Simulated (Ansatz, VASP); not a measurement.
**Ta2N: VASP beside Ansatz**

```
CELL_PARAMETERS angstrom
3.02616 0.00000 0.00000
-1.51308 2.62073 0.00000
0.00000 0.00000 5.19107
ATOMIC_POSITIONS crystal
Ta 0.66667 0.33333 0.74637
Ta 0.33333 0.66667 0.25363
N 0.00000 0.00000 0.00000
```

Alike in both runs: task single point; functional PBEsol; k mesh 18 × 18 × 10; occupations gaussian, width 0.15 eV; no spin polarisation.

```csv
,VASP,Ansatz
version,VASP 6.6.1,Ansatz 0.2.0
potentials or method,"VASP PAW PBE potentials, release 64 (Ta_pv, N), cutoff 520 eV","scalar-relativistic, plane waves, PAW"
valence electrons in the cell,27,31
```

|  | VASP | Ansatz | Ansatz less VASP |
| --- | --- | --- | --- |
| gap on the k mesh at the Fermi level (eV) | none | none | - |
| pressure (GPa) | -9.6 | -10.1 | -0.49 |
| traceless stress, the component that is largest in VASP (GPa) | -10.99 | -10.97 | +0.026 |
| rms of the force components (eV/Å) | 0.181 | 0.158 | -0.0233 |

VASP's potentials were made for PBE, not for PBEsol, and Ansatz warns of the same on its side. Atom by atom the forces differ by 0.023 eV/Å (rms over components). A gap of «none» marks a metal or a gap that the smearing closes. The functional is the same, so the differences come from potentials, cutoffs and numerics. VASP's potentials hold 27 valence electrons a cell and Ansatz's 31, so a difference there can come from the potentials and not from the codes.

Spin-orbit coupling is off throughout.
